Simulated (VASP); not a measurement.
# C (Fd-3m) in VASP: notebook, part 2 of 2

VASP 6.6.1.

## 3. Single point, LDA

This run uses another cell than the first one, of 5.43 Å³/atom, 0.994 times its volume.

INCAR reads:

```
  ALGO = Normal
  EDIFF = 1E-6
  ENCUT = 520
  GGA = CA
  ISIF = 2
  ISMEAR = 0
  LASPH = T
  LCHARG = F
  LREAL = F
  LWAVE = F
  NBANDS = 11
  NELM = 100
  PREC = Accurate
  SIGMA = 0.01
```

KPOINTS reads:

```
k-points
0
Gamma
  12 12 12
```

POSCAR reads:

```
C
1.0
    1.7573019834      1.7573019834      0.0000000000
   -1.7573019834      1.7573019834      0.0000000000
    0.0000000000      1.7573019834      1.7573019834
C
2
Direct
    0.5000000000      0.5000000000      0.0000000000
    0.7500000000      0.2500000000      0.5000000000
```

Potentials or basis: VASP PAW LDA potentials, release 64 (C).

On the command line:

```sh
> cat potpaw_LDA.64/C/POTCAR > POTCAR
> mpirun -np 1 vasp_std > vasp.out
```

Run time: 14 s. Hardware: 1 thread of AMD EPYC 7R13, shared host; peak memory 0.08 GiB.

It converged, with:

| Item | Value |
| --- | --- |
| Free energy | -20.2398 eV |
| Pressure | 8.7 GPa |
| Band gap on the k mesh | 4.23 eV, indirect (least direct gap 5.67 eV) |

Levels at points of the mesh, in eV from the valence-band top:
```
           k point  band 1  band 2  band 3  band 4  band 5  band 6  band 7  band 8  band 9
(0.00, 0.00, 0.00)  -21.92    0.00    0.00    0.00    5.67    5.67    5.67   14.58   19.59
(0.50, 0.00, 0.00)  -15.82  -13.86   -2.90   -2.90    8.57    8.57    9.63   15.81   22.18
(0.50, 0.50, 0.00)  -12.93  -12.93   -6.56   -6.56    4.80    4.80   17.31   17.31   23.77
```

A k mesh can miss the band edges.

## 4. Single point, LDA

This run uses another cell than the first one, of 5.39 Å³/atom, 0.988 times its volume.

INCAR reads:

```
SYSTEM = C
PREC     = Accurate       ! precision mode
ENCUT    = 520            ! plane-wave cutoff, eV
EDIFF    = 1E-6           ! SCF threshold, eV
ISMEAR   = 0              ! smearing method
SIGMA    = 0.01           ! smearing width, eV
LREAL    = .False.        ! projectors in reciprocal space
LASPH    = .True.         ! aspherical terms in the spheres
NELM     = 60             ! most SCF steps
ALGO     = Normal         ! electronic algorithm
ISIF     = 2              ! what is computed and relaxed
LWAVE    = .False.        ! write WAVECAR
LCHARG   = .False.        ! write CHGCAR
NBANDS   = 11             ! bands
```

KPOINTS reads:

```
regular mesh
0
Gamma
  12 12 12
  0 0 0
```

POSCAR reads:

```
C
1.0
    1.7537815652      1.7537815652      0.0000000000
   -1.7537815652      1.7537815652      0.0000000000
    0.0000000000      1.7537815652      1.7537815652
C
2
Direct
    0.5000000000      0.5000000000      0.0000000000
    0.7500000000      0.2500000000      0.5000000000
```

On the command line:

```sh
> cat potpaw_LDA.64/C/POTCAR > POTCAR
> mpirun -np 1 vasp_std > vasp.out
```

It took 15 s on 1 thread of AMD EPYC 7R13, shared host; peak memory 0.08 GiB.

Results (log left out):

- Free energy: -20.2355 eV
- Pressure: 11.7 GPa
- Band gap on the k mesh: 4.25 eV, indirect (least direct gap 5.68 eV)

Levels at points of the mesh, in eV from the valence-band top:
| k point | band 1 | band 2 | band 3 | band 4 | band 5 | band 6 | band 7 | band 8 | band 9 |
| --- | --- | --- | --- | --- | --- | --- | --- | --- | --- |
| (0.00, 0.00, 0.00) | -22.00 | 0.00 | 0.00 | 0.00 | 5.68 | 5.68 | 5.68 | 14.72 | 19.68 |
| (0.50, 0.00, 0.00) | -15.86 | -13.92 | -2.92 | -2.92 | 8.60 | 8.60 | 9.71 | 15.86 | 22.27 |
| (0.50, 0.50, 0.00) | -12.97 | -12.97 | -6.60 | -6.60 | 4.82 | 4.82 | 17.40 | 17.40 | 23.89 |

A k mesh can miss the band edges.

## 5. Single point, LDA

This run uses another cell than the first one, of 5.39 Å³/atom, 0.988 times its volume.

INCAR reads:

```
PREC = Accurate ; ENCUT = 520
EDIFF = 1E-7 ; ISMEAR = 0
SIGMA = 0.01 ; LREAL = False
LASPH = True ; NELM = 60
ALGO = Normal ; ISIF = 2
LWAVE = False ; LCHARG = False
GGA = CA ; NBANDS = 11
```

KPOINTS reads:

```
regular mesh
0
Gamma
  12 12 12
```

POSCAR is that of step 4.

Potentials or basis: VASP PAW LDA potentials, release 64 (C).

On the command line:

```sh
> cat potpaw_LDA.64/C/POTCAR > POTCAR
> mpirun -np 1 vasp_std > vasp.out
```

OUTCAR:

```text
PREC = Accurate
   ENCUT = 520
   EDIFF = 1E-7
   ISMEAR = 0
   LREAL = False
   LASPH = True
   NELM = 60
   ISIF = 2
   GGA = CA

 ion  position               nearest neighbor table
   1  0.500  0.500  0.000-   2 1.52   2 1.52   2 1.52   2 1.52
   2  0.750  0.250  0.500-   1 1.52   1 1.52   1 1.52   1 1.52

  LATTYP: Found a face centered cubic cell.
 ALAT       =     3.5075631304

  Lattice vectors:

 A1 = (   0.0000000000,   1.7537815652,   1.7537815652)
 A2 = (   1.7537815652,   0.0000000000,   1.7537815652)
 A3 = (   1.7537815652,   1.7537815652,   0.0000000000)

Analysis of symmetry for initial positions (statically):
=====================================================================
 Subroutine PRICEL returns:
 Original cell was already a primitive cell.

 Routine SETGRP: Setting up the symmetry group for a
 face centered cubic supercell.

 Subroutine GETGRP returns: Found 48 space group operations
 (whereof 24 operations were pure point group operations)
 out of a pool of 48 trial point group operations.

The static configuration has the point symmetry T_d .
 The point group associated with its full space group is O_h .

[... 165 lines left out ...]
 fundamental gap:      4.2491742090
 Fermi energy:        10.5217735868

 k-point     1 :       0.0000    0.0000    0.0000
  band No.  band energies     occupation
      1     -11.5268      2.00000
      2      10.4720      2.00000
      3      10.4721      2.00000
      4      10.4721      2.00000
      5      16.1568      0.00000
      6      16.1568      0.00000
      7      16.1568      0.00000
      8      25.1935      0.00000
      9      30.1478      0.00000
     10      37.6704      0.00000
     11      37.6704      0.00000
[... 309 lines left out ...]
 k-point    24 :      -0.4167    0.1667    0.0000
  band No.  band energies     occupation
      1      -7.1971      2.00000
      2       0.4285      2.00000
      3       6.0982      2.00000
      4       6.2242      2.00000
      5      17.2868      0.00000
      6      21.7543      0.00000
      7      22.1873      0.00000
      8      23.4875      0.00000
      9      31.8684      0.00000
     10      33.6736      0.00000
     11      38.4588      0.00000

 [... further k-points ...]
[... 5 lines left out ...]
  --------------------------------------------------------------------------------------
  -------------------------------------------------------------------------------------
  Total        0.7895666      0.7895666      0.7895666      0.0000000     -0.0000000      0.0000000
  in kB      117.2581060    117.2581060    117.2581060      0.0000000     -0.0000000      0.0000000
  external PRESSURE =     117.2581060 kB  Pullay stress =       0.0000000 kB

 VOLUME and BASIS-vectors are now :
 -----------------------------------------------------------------------------
  energy-cutoff  :      520.00
  volume of cell :       10.79
      direct lattice vectors                 reciprocal lattice vectors
     1.753781565  1.753781565  0.000000000     0.285098219  0.285098219 -0.285098219
    -1.753781565  1.753781565  0.000000000    -0.285098219  0.285098219 -0.285098219
     0.000000000  1.753781565  1.753781565     0.000000000  0.000000000  0.570196437

 POSITION                                       TOTAL-FORCE (eV/Angst)
 -----------------------------------------------------------------------------------
      0.00000      1.75378      0.00000         0.000000     -0.000000      0.000000
      0.87689      2.63067      0.87689         0.000000      0.000000      0.000000
 -----------------------------------------------------------------------------------
    total drift:                               -0.000000     -0.000000     -0.000000

  FREE ENERGIE OF THE ION-ELECTRON SYSTEM (eV)
  ---------------------------------------------------
  free  energy   TOTEN  =       -20.2355248091 eV

  energy  without entropy=      -20.2355248091  energy(sigma->0) =      -20.23552481
```

OSZICAR:

```text
N       E                     dE             d eps       ncg     rms          rms(c)
DAV:   1    -0.112331904808E+01   -0.11233E+01   -0.47738E+03  1651   0.701E+02
DAV:   2    -0.207937178202E+02   -0.19670E+02   -0.19173E+02  2093   0.130E+02
DAV:   3    -0.211518697461E+02   -0.35815E+00   -0.35749E+00  1854   0.132E+01
DAV:   4    -0.211524542326E+02   -0.58449E-03   -0.58447E-03  1706   0.698E-01
DAV:   5    -0.211524550108E+02   -0.77819E-06   -0.77821E-06  1797   0.230E-02    0.608E+00
DAV:   6    -0.204716089773E+02    0.68085E+00   -0.36492E-01  1617   0.423E+00    0.353E+00
DAV:   7    -0.202355841380E+02    0.23602E+00   -0.43110E-01  1719   0.461E+00    0.794E-01
DAV:   8    -0.202355410159E+02    0.43122E-04   -0.10302E-02  1656   0.845E-01    0.301E-02
DAV:   9    -0.202355233483E+02    0.17668E-04   -0.39588E-05  1794   0.486E-02    0.212E-02
DAV:  10    -0.202355248845E+02   -0.15361E-05   -0.22526E-06  1734   0.125E-02    0.503E-03
DAV:  11    -0.202355248091E+02    0.75362E-07   -0.93979E-08  1333   0.234E-03
   1 F= -.20235525E+02 E0= -.20235525E+02  d E =-.179258E-15
```

stdout:

```text
POSCAR found type information on POSCAR C
 POSCAR found :  1 types and       2 ions
 scaLAPACK will be used
 LDA part: xc-table for (Slater(with rela. corr.)+CA(PZ))
 , standard interpolation
 POSCAR, INCAR and KPOINTS ok, starting setup
 FFT: planning ... GRIDC
 FFT: planning ... GRID_SOFT
 FFT: planning ... GRID
 WAVECAR not read
 entering main loop
```

It took 15 s on 1 thread of AMD EPYC 7R13, shared host; peak memory 0.08 GiB.

What came out:

```yaml
Free_energy: -20.2355 eV
Pressure: 11.7 GPa
Band_gap_on_the_k_mesh: 4.25 eV, indirect (least direct gap 5.68 eV)
```

## 6. Single point, LDA

This run uses another cell than the first one, of 5.34 Å³/atom, 0.978 times its volume.

INCAR reads:

```
ALGO = Normal ; EDIFF = 1E-6
ENCUT = 520 ; GGA = CA
ISIF = 2 ; ISMEAR = 0
LASPH = T ; LCHARG = F
LREAL = F ; LWAVE = F
NBANDS = 11 ; NELM = 60
PREC = Accurate ; SIGMA = 0.01
```

KPOINTS reads:

```
k-points
0
Gamma
  12 12 12
```

POSCAR reads:

```
C
1.0
    1.7480831990      1.7480831990      0.0000000000
   -1.7480831990      1.7480831990      0.0000000000
    0.0000000000      1.7480831990      1.7480831990
C
2
Direct
    0.5000000000      0.5000000000      0.0000000000
    0.7500000000      0.2500000000      0.5000000000
```

Potentials or basis: VASP PAW LDA potentials, release 64 (C).

On the command line:

```sh
> cat potpaw_LDA.64/C/POTCAR > POTCAR
> mpirun -np 1 vasp_std > vasp.out
```

Wall time 14 s (1 thread of AMD EPYC 7R13, shared host); peak memory 0.08 GiB.

The run converged. Its results:

```
Free energy            : -20.2259 eV
Pressure               : 16.8 GPa
Band gap on the k mesh : 4.27 eV, indirect (least direct gap 5.71 eV)
```

Levels at points of the mesh, in eV from the valence-band top:
```tsv
k point	band 1	band 2	band 3	band 4	band 5	band 6	band 7	band 8
(0.00, 0.00, 0.00)	-22.13	0.00	0.00	0.00	5.71	5.71	5.71	14.95
(0.50, 0.00, 0.00)	-15.94	-14.04	-2.95	-2.95	8.64	8.64	9.85	15.95
(0.50, 0.50, 0.00)	-13.04	-13.04	-6.66	-6.66	4.84	4.84	17.55	17.55
```

A k mesh can miss the band edges.

## 7. Summary

```tsv
cell	gap on the mesh (eV)	pressure (GPa)
a = 2.490 Å, angles 60.0, 60.0, 90.0°, 2 atoms	4.22	5.7
a = 2.485 Å, angles 60.0, 60.0, 90.0°, 2 atoms	4.23	8.7
a = 2.480 Å, angles 60.0, 60.0, 90.0°, 2 atoms	4.25	11.7
a = 2.472 Å, angles 60.0, 60.0, 90.0°, 2 atoms	4.27	16.8
```

Alike in all rows: task single point; level LDA; potentials or basis VASP PAW LDA potentials, release 64 (C); no spin polarisation; k mesh 12 × 12 × 12; cutoff (eV) 520; smearing gaussian 0.01 eV.

Absolute energies hang on the potentials; compare differences alone.
